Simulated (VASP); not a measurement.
Runs of VASP 6.6.1 on SiSe. The structure is that of space group P-6m2 (No. 187), or close to it. The cells are those of the table. 

```csv
task,level,cell,k mesh,cutoff (eV),smearing,k mesh for the DOS,occupations for the DOS,grid for exact exchange (PRECFOCK),gap on the mesh (eV),pressure (GPa)
single point,PBE,"a = 3.559, b = 3.559, c = 3.599 Å, angles 90.0, 90.0, 120.0°, 2 atoms",7 × 7 × 6,500,fermi-dirac 0.05 eV,-,-,-,none,(a)
single point,PBE,"a = 3.451, b = 3.451, c = 3.599 Å, angles 90.0, 90.0, 120.0°, 2 atoms",8 × 8 × 6,500,fermi-dirac 0.05 eV,-,-,-,none,4.3
single point,PBE,"a = 3.595, b = 3.595, c = 3.599 Å, angles 90.0, 90.0, 120.0°, 2 atoms",7 × 7 × 6,500,fermi-dirac 0.05 eV,-,-,-,none,-0.5
single point,PBE,"a = 3.595, b = 3.595, c = 3.599 Å, angles 90.0, 90.0, 120.0°, 2 atoms",5 × 5 × 4,520,fermi-dirac 0.04 eV,-,-,-,none,-0.6
single point,HF,"a = 3.717, b = 3.717, c = 3.657 Å, angles 90.0, 90.0, 120.0°, 2 atoms",5 × 5 × 4,520,fermi-dirac 0.05 eV,-,-,Normal,none,-1.0
single point,PBE,"a = 3.739, b = 3.739, c = 3.599 Å, angles 90.0, 90.0, 120.0°, 2 atoms",7 × 7 × 6,500,fermi-dirac 0.05 eV,-,-,-,none,-3.5
single point,r2SCAN0,"a = 3.595, b = 3.595, c = 3.599 Å, angles 90.0, 90.0, 120.0°, 2 atoms",5 × 5 × 4,520,fermi-dirac 0.05 eV,-,-,Normal,none,(b)
```

Alike in all rows: potentials or basis VASP PAW PBE potentials, release 64 (Si, Se); no spin polarisation.

Question: Estimate the missing entries.

Answer: (a) 0.5; (b) -2.9.

Caveats: some runs use coarse meshes; the PAW data sets were made with another functional, which shifts forces and pressure a little (some runs).

A k mesh can miss the band edges, and the runs leave out spin-orbit coupling on Se.

A gap of «none» marks levels without a gap at the run's occupations.
